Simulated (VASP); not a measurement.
Here is a VASP 6.6.1 calculation.

The input INCAR:

```
ALGO = Normal
EDIFF = 1E-7
EDIFFG = -0.01
ENCUT = 600
GGA = PE
IBRION = 2
ISIF = 4
ISMEAR = 0
ISPIN = 2
LASPH = True
LCHARG = False
LDAU = True
LDAUJ = 0 0
LDAUL = 2 -1
LDAUPRINT = 1
LDAUTYPE = 2
LDAUU = 3.32 0
LMAXMIX = 4
LORBIT = 11
LREAL = False
LWAVE = False
MAGMOM = 2.84 0.26
NELM = 150
NSW = 50
PREC = Accurate
SIGMA = 0.01
```

The input KPOINTS:

```
k-points
0
Gamma
  16 16 16
```

POSCAR

```
CoO
1.0
   -1.4837070096      1.4837070096      2.2424872705
    1.4837070096     -1.4837070096      2.2424872705
    1.4837070096      1.4837070096     -2.2424872705
Co O
1 1
Direct
    0.0000000000      0.0000000000      0.0000000000
    0.5000000000      0.5000000000      0.0000000000
```

Potentials or basis: VASP PAW PBE potentials, release 64 (Co, O).

Run with:

```sh
$ cat potpaw_PBE.64/Co/POTCAR potpaw_PBE.64/O/POTCAR > POTCAR
$ mpirun -np 1 vasp_std > vasp.out
```

Question: Predict the net moment.

Answer: 3.00 μB per cell.

Question: What does it give for the band gap on the k mesh?

Answer: Zero (filled and empty bands overlap).

Question: What does it give for the site moments?

Answer: Co +2.73; O +0.22 μB.

Eigenvalues of the final occupation matrices:
| site | spin | trace | eigenvalues |
| --- | --- | --- | --- |
| site 1 d | 1 | 4.92 | 0.97 0.97 0.97 1.00 1.02 |
| site 1 d | 2 | 2.23 | 0.04 0.10 0.17 0.96 0.96 |

Caveat: a cell with one magnetic atom can't hold antiferromagnetic order, which such compounds often take. The state reached can hang on the start; a lower one may exist.
